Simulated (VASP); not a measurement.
# TaN (P-6m2) in VASP: a series of runs, part 2 of 3

VASP 6.6.1. Earlier steps stand in the parts before.

## Step 3: Single point, PBEsol (biaxial strain in the a-b plane: +1.5 %)

The input, INCAR:

```
PREC     = Accurate       # precision mode
ENCUT    = 520            # plane-wave cutoff, eV
EDIFF    = 1E-6           # SCF threshold, eV
ISMEAR   = 0              # smearing method
SIGMA    = 0.1            # smearing width, eV
LREAL    = F              # projectors in reciprocal space
LASPH    = T              # aspherical terms in the spheres
NELM     = 100            # most SCF steps
ALGO     = Normal         # electronic algorithm
ISIF     = 2              # what is computed and relaxed
LWAVE    = F              # write WAVECAR
LCHARG   = F              # write CHGCAR
GGA      = PS             # functional
NBANDS   = 15             # bands
```

The input, KPOINTS:

```
Automatic mesh
0
Gamma
  24 24 18
```

The input, POSCAR:

```
TaN
1.0
    2.9678488804      0.0000000000      0.0000000000
   -1.4839244402      2.5702325250      0.0000000000
    0.0000000000      0.0000000000      2.8448910939
Ta N
1 1
Direct
    0.3333333333      0.6666666667      0.5000000000
    0.0000000000      0.0000000000      0.0000000000
```

Potentials or basis: VASP PAW PBE potentials, release 64 (Ta_pv, N).

Run with:

```console
cat potpaw_PBE.64/Ta_pv/POTCAR potpaw_PBE.64/N/POTCAR > POTCAR
mpirun -np 1 vasp_std > vasp.out
```

OUTCAR:

```text
PREC = Accurate
   ENCUT = 520
   EDIFF = 1E-6
   ISMEAR = 0
   LREAL = F
   LASPH = T
   NELM = 100
   ISIF = 2
   GGA = PS

 ion  position               nearest neighbor table
   1  0.333  0.667  0.500-   2 2.23   2 2.23   2 2.23   2 2.23   2 2.23   2 2.23
   2  0.000  0.000  0.000-   1 2.23   1 2.23   1 2.23   1 2.23   1 2.23   1 2.23

  LATTYP: Found a hexagonal cell.
 ALAT       =     2.9678488804
 C/A-ratio  =     0.9585700649

  Lattice vectors:

 A1 = (   2.9678488804,   0.0000000000,   0.0000000000)
 A2 = (  -1.4839244402,   2.5702325250,   0.0000000000)
 A3 = (   0.0000000000,   0.0000000000,   2.8448910939)

Analysis of symmetry for initial positions (statically):
=====================================================================
 Subroutine PRICEL returns:
 Original cell was already a primitive cell.

 Routine SETGRP: Setting up the symmetry group for a
 hexagonal supercell.

 Subroutine GETGRP returns: Found 12 space group operations
 (whereof 12 operations were pure point group operations)
 out of a pool of 24 trial point group operations.

The static configuration has the point symmetry D_3h.

Analysis of symmetry for dynamics (positions and initial velocities):
=====================================================================
 Subroutine PRICEL returns:
 Original cell was already a primitive cell.

 Routine SETGRP: Setting up the symmetry group for a
 hexagonal supercell.

 Subroutine GETGRP returns: Found 12 space group operations
 (whereof 12 operations were pure point group operations)
 out of a pool of 24 trial point group operations.

The dynamic configuration has the point symmetry D_3h.

 Subroutine INISYM returns: Found 12 space group operations
 (whereof 12 operations are pure point group operations),
 and found     1 'primitive' translations

----------------------------------------------------------------------------------------

[... 121 lines left out ...]
   LEPSILON=     F    determine dielectric tensor
   LRPA    =     F    only Hartree local field effects (RPA)
 non-spin polarized calculation
 Gauss-broadening in eV      SIGMA  =   0.10
  energy-cutoff  :      520.00
  volume of cell :       21.70
 maximum number of plane-waves:       611
 NGX is ok and might be reduce to    24
   NGX = 11   NGY = 11   NGZ = 11

 number of electron      15.9999999 magnetization

 Free energy of the ion-electron system (eV)
  ---------------------------------------------------
  ext. energy  EPLUGINS =         0.00000000
  ---------------------------------------------------
  free energy    TOTEN  =       -23.78296171 eV

  energy without entropy =      -23.78257912  energy(sigma->0) =      -23.78277041

 E-fermi :   8.0170     XC(G=0): -13.4634

 val. band max:        8.0098248596   @ k =   0.0417   0.0000   0.5000
 cond. band min:       8.0170992512   @ k =   0.0417   0.0000   0.4444
 fundamental gap:      0.0072743916
 Fermi energy:         8.0170275154

 k-point     1 :       0.0000    0.0000    0.0000
  band No.  band energies     occupation
      1     -26.7079      2.00000
      2     -26.5373      2.00000
      3     -26.5373      2.00000
      4      -9.6848      2.00000
      5       3.3104      2.00000
      6       3.3104      2.00000
      7       3.8834      2.00000
      8       5.2739      2.00000
      9      10.0048      0.00000
     10      11.7215      0.00000
     11      11.7215      0.00000
     12      12.0206      0.00000
     13      12.0206      0.00000
     14      21.0272      0.00000
[... 401 lines left out ...]
      2     -26.7635      2.00000
      3     -26.5794      2.00000
      4      -7.4329      2.00000
      5      -0.2506      2.00000
      6       3.0815      2.00000
      7       4.2819      2.00000
      8       5.0424      2.00000
      9      10.9651      0.00000
     10      11.7084      0.00000
     11      12.9019      0.00000
     12      13.4771      0.00000
     13      15.7394      0.00000
     14      19.2091      0.00000
     15      21.3978      0.00000

 [... further k-points ...]

------------------------ aborting loop because EDIFF is reached ----------------------------------------

  FORCE on cell =-STRESS in cart. coord.  units (eV):
  Direction    XX          YY          ZZ          XY          YZ          ZX
  --------------------------------------------------------------------------------------
  -------------------------------------------------------------------------------------
  Total       -1.4264110     -1.4264110      0.5405875      0.0000000      0.0000000      0.0000000
  in kB     -105.3114075   -105.3114075     39.9113761      0.0000000      0.0000000      0.0000000
  external PRESSURE =     -56.9038130 kB  Pullay stress =       0.0000000 kB

 VOLUME and BASIS-vectors are now :
 -----------------------------------------------------------------------------
  energy-cutoff  :      520.00
  volume of cell :       21.70
      direct lattice vectors                 reciprocal lattice vectors
     2.967848880  0.000000000  0.000000000     0.336944380  0.194534928  0.000000000
    -1.483924440  2.570232525  0.000000000     0.000000000  0.389069857  0.000000000
     0.000000000  0.000000000  2.844891094     0.000000000  0.000000000  0.351507304

 POSITION                                       TOTAL-FORCE (eV/Angst)
 -----------------------------------------------------------------------------------
     -0.00000      1.71349      1.42245         0.000000      0.000000      0.000000
      0.00000      0.00000      0.00000        -0.000000      0.000000      0.000000
 -----------------------------------------------------------------------------------
    total drift:                                0.000000     -0.000000     -0.000000

  FREE ENERGIE OF THE ION-ELECTRON SYSTEM (eV)
  ---------------------------------------------------
  free  energy   TOTEN  =       -23.7829617066 eV

  energy  without entropy=      -23.7825791185  energy(sigma->0) =      -23.78277041
```

OSZICAR:

```text
N       E                     dE             d eps       ncg     rms          rms(c)
DAV:   1     0.897940679796E+02    0.89794E+02   -0.87366E+03 18316   0.113E+03
DAV:   2    -0.232388381633E+02   -0.11303E+03   -0.10629E+03 22213   0.305E+02
DAV:   3    -0.261117363761E+02   -0.28729E+01   -0.28593E+01 20806   0.452E+01
DAV:   4    -0.261233614146E+02   -0.11625E-01   -0.11622E-01 23963   0.314E+00
DAV:   5    -0.261234312959E+02   -0.69881E-04   -0.69880E-04 21198   0.227E-01    0.236E+01
DAV:   6    -0.238927639505E+02    0.22307E+01   -0.35212E+00 23743   0.224E+01    0.101E+01
DAV:   7    -0.238188911983E+02    0.73873E-01   -0.50778E-01 20813   0.575E+00    0.688E+00
DAV:   8    -0.237902458081E+02    0.28645E-01   -0.15899E-01 22381   0.329E+00    0.147E+00
DAV:   9    -0.237830958249E+02    0.71500E-02   -0.15515E-02 20708   0.102E+00    0.194E-01
DAV:  10    -0.237830295474E+02    0.66277E-04   -0.99713E-04 22794   0.370E-01    0.979E-02
DAV:  11    -0.237829611363E+02    0.68411E-04   -0.89613E-05 21324   0.998E-02    0.111E-02
DAV:  12    -0.237829617079E+02   -0.57163E-06   -0.10869E-05 19889   0.290E-02    0.430E-03
DAV:  13    -0.237829617066E+02    0.13124E-08   -0.24023E-08 10291   0.160E-03
   1 F= -.23782962E+02 E0= -.23782770E+02  d E =-.382588E-03
```

Run time: 1.8 min. Hardware: 1 thread of AMD EPYC 9R45 (Zen 5), shared host; peak memory 0.28 GiB.

Results:

```yaml
Free_energy: -23.7830 eV
Pressure: -5.7 GPa
Band_gap_on_the_k_mesh: zero (bands 8 and 9 overlap by 0.37 eV)
```

Caveat: the cell differs from its parent crystal (biaxial strain in the a-b plane: +1.5 %); the cell stands under tension; the PAW data sets were made with another functional, which shifts forces and pressure a little; spin-orbit coupling is left out, which moves the levels of the heavy elements.

## Step 4: Single point, PBEsol (biaxial strain in the a-b plane: +3.0 %)

The input, INCAR:

```
  PREC = Accurate
  ENCUT = 520
  EDIFF = 1E-7
  ISMEAR = 0
  SIGMA = 0.1
  LREAL = False
  LASPH = True
  NELM = 60
  ALGO = Normal
  ISIF = 2
  LWAVE = False
  LCHARG = True
  GGA = PS
  LELF = True
  LVHAR = True
  NBANDS = 15
```

The input, KPOINTS:

```
regular mesh
0
Gamma
  24 24 18
```

The input, POSCAR:

```
TaN
1.0
    3.0117087161      0.0000000000      0.0000000000
   -1.5058543580      2.6082162569      0.0000000000
    0.0000000000      0.0000000000      2.8190545451
Ta N
1 1
Direct
    0.3333333333      0.6666666667      0.5000000000
    0.0000000000      0.0000000000      0.0000000000
```

Potentials or basis: VASP PAW PBE potentials, release 64 (Ta_pv, N).

Run with:

```console
cat potpaw_PBE.64/Ta_pv/POTCAR potpaw_PBE.64/N/POTCAR > POTCAR
mpirun -np 1 vasp_std > vasp.out
```

OUTCAR:

```text
PREC = Accurate
   ENCUT = 520
   EDIFF = 1E-7
   ISMEAR = 0
   LREAL = False
   LASPH = True
   NELM = 60
   ISIF = 2
   GGA = PS

 ion  position               nearest neighbor table
   1  0.333  0.667  0.500-   2 2.24   2 2.24   2 2.24   2 2.24   2 2.24   2 2.24
   2  0.000  0.000  0.000-   1 2.24   1 2.24   1 2.24   1 2.24   1 2.24   1 2.24

  LATTYP: Found a hexagonal cell.
 ALAT       =     3.0117087161
 C/A-ratio  =     0.9360316056

  Lattice vectors:

 A1 = (   3.0117087161,   0.0000000000,   0.0000000000)
 A2 = (  -1.5058543580,   2.6082162569,   0.0000000000)
 A3 = (   0.0000000000,   0.0000000000,   2.8190545451)

Analysis of symmetry for initial positions (statically):
=====================================================================
 Subroutine PRICEL returns:
 Original cell was already a primitive cell.

 Routine SETGRP: Setting up the symmetry group for a
 hexagonal supercell.

 Subroutine GETGRP returns: Found 12 space group operations
 (whereof 12 operations were pure point group operations)
 out of a pool of 24 trial point group operations.

The static configuration has the point symmetry D_3h.

Analysis of symmetry for dynamics (positions and initial velocities):
=====================================================================
 Subroutine PRICEL returns:
 Original cell was already a primitive cell.

 Routine SETGRP: Setting up the symmetry group for a
 hexagonal supercell.

 Subroutine GETGRP returns: Found 12 space group operations
 (whereof 12 operations were pure point group operations)
 out of a pool of 24 trial point group operations.

The dynamic configuration has the point symmetry D_3h.

 Subroutine INISYM returns: Found 12 space group operations
 (whereof 12 operations are pure point group operations),
 and found     1 'primitive' translations

[... 120 lines left out ...]
   LHFCALC =     F    Hartree Fock is set to
   AEXX    =    0.0000 exact exchange contribution
   IVDW    =     0    specifies the selected vdW correction
   LEPSILON=     F    determine dielectric tensor
   LRPA    =     F    only Hartree local field effects (RPA)
 non-spin polarized calculation
 Gauss-broadening in eV      SIGMA  =   0.10
  energy-cutoff  :      520.00
  volume of cell :       22.14
 maximum number of plane-waves:       611
 NGX is ok and might be reduce to    24
   NGX = 11   NGY = 11   NGZ = 11

 number of electron      15.9999999 magnetization

 Free energy of the ion-electron system (eV)
  ---------------------------------------------------
  ext. energy  EPLUGINS =         0.00000000
  ---------------------------------------------------
  free energy    TOTEN  =       -23.71348847 eV

  energy without entropy =      -23.71307468  energy(sigma->0) =      -23.71328157

 E-fermi :   7.8297     XC(G=0): -13.3488

 val. band max:        7.8126057693   @ k =   0.0000   0.0000   0.3889
 cond. band min:       7.8308773894   @ k =   0.0417  -0.0000   0.4444
 fundamental gap:      0.0182716201
 Fermi energy:         7.8296925474

 k-point     1 :       0.0000    0.0000    0.0000
  band No.  band energies     occupation
      1     -26.9047      2.00000
      2     -26.8338      2.00000
      3     -26.8338      2.00000
      4      -9.7596      2.00000
      5       3.0208      2.00000
      6       3.0208      2.00000
      7       3.8049      2.00000
      8       5.2563      2.00000
      9       9.4875      0.00000
     10      11.5486      0.00000
     11      11.5486      0.00000
     12      11.7707      0.00000
     13      11.7707      0.00000
     14      20.7460      0.00000
[... 401 lines left out ...]
      2     -27.0322      2.00000
      3     -26.7970      2.00000
      4      -7.6339      2.00000
      5      -0.3737      2.00000
      6       3.1961      2.00000
      7       4.0829      2.00000
      8       4.8238      2.00000
      9      10.8168      0.00000
     10      11.1726      0.00000
     11      12.4405      0.00000
     12      13.2647      0.00000
     13      15.4409      0.00000
     14      18.6442      0.00000
     15      21.1303      0.00000

 [... further k-points ...]

------------------------ aborting loop because EDIFF is reached ----------------------------------------

  FORCE on cell =-STRESS in cart. coord.  units (eV):
  Direction    XX          YY          ZZ          XY          YZ          ZX
  --------------------------------------------------------------------------------------
  -------------------------------------------------------------------------------------
  Total       -2.8389381     -2.8389381      1.0157820     -0.0000000     -0.0000000      0.0000000
  in kB     -205.4028502   -205.4028502     73.4938595     -0.0000000     -0.0000000      0.0000000
  external PRESSURE =    -112.4372803 kB  Pullay stress =       0.0000000 kB

 VOLUME and BASIS-vectors are now :
 -----------------------------------------------------------------------------
  energy-cutoff  :      520.00
  volume of cell :       22.14
      direct lattice vectors                 reciprocal lattice vectors
     3.011708716  0.000000000  0.000000000     0.332037423  0.191701895  0.000000000
    -1.505854358  2.608216257  0.000000000     0.000000000  0.383403791  0.000000000
     0.000000000  0.000000000  2.819054545     0.000000000  0.000000000  0.354728858

 POSITION                                       TOTAL-FORCE (eV/Angst)
 -----------------------------------------------------------------------------------
     -0.00000      1.73881      1.40953        -0.000000      0.000000      0.000000
      0.00000      0.00000      0.00000         0.000000     -0.000000      0.000000
 -----------------------------------------------------------------------------------
    total drift:                                0.000000     -0.000000     -0.000000

  FREE ENERGIE OF THE ION-ELECTRON SYSTEM (eV)
  ---------------------------------------------------
  free  energy   TOTEN  =       -23.7134884679 eV

  energy  without entropy=      -23.7130746764  energy(sigma->0) =      -23.71328157
```

OSZICAR:

```text
N       E                     dE             d eps       ncg     rms          rms(c)
DAV:   1     0.895423780306E+02    0.89542E+02   -0.87215E+03 18300   0.112E+03
DAV:   2    -0.231726385751E+02   -0.11272E+03   -0.10615E+03 22087   0.304E+02
DAV:   3    -0.260548025093E+02   -0.28822E+01   -0.28672E+01 20813   0.450E+01
DAV:   4    -0.260672150531E+02   -0.12413E-01   -0.12409E-01 23718   0.320E+00
DAV:   5    -0.260672914582E+02   -0.76405E-04   -0.76402E-04 21198   0.236E-01    0.227E+01
DAV:   6    -0.238366907409E+02    0.22306E+01   -0.35483E+00 23437   0.224E+01    0.969E+00
DAV:   7    -0.237498942511E+02    0.86796E-01   -0.45753E-01 21702   0.574E+00    0.668E+00
DAV:   8    -0.237206554099E+02    0.29239E-01   -0.17285E-01 21765   0.340E+00    0.145E+00
DAV:   9    -0.237136358044E+02    0.70196E-02   -0.15846E-02 20652   0.102E+00    0.209E-01
DAV:  10    -0.237135450295E+02    0.90775E-04   -0.93614E-04 22913   0.355E-01    0.101E-01
DAV:  11    -0.237134880078E+02    0.57022E-04   -0.77679E-05 21345   0.917E-02    0.108E-02
DAV:  12    -0.237134884594E+02   -0.45159E-06   -0.85671E-06 20512   0.259E-02    0.370E-03
DAV:  13    -0.237134884679E+02   -0.85238E-08   -0.23571E-08 15422   0.159E-03
   1 F= -.23713488E+02 E0= -.23713282E+02  d E =-.413791E-03
```

Wall time 1.9 min (1 thread of AMD EPYC 9R45 (Zen 5), shared host); peak memory 0.28 GiB.

What came out:

- Free energy: -23.7135 eV
- Pressure: -11.2 GPa
- Band gap on the k mesh: zero (bands 8 and 9 overlap by 0.50 eV)

Caveat: the cell differs from its parent crystal (biaxial strain in the a-b plane: +3.0 %); the cell stands under tension; the PAW data sets were made with another functional, which shifts forces and pressure a little; spin-orbit coupling is left out, which moves the levels of the heavy elements.

[end of part 2 of 3]
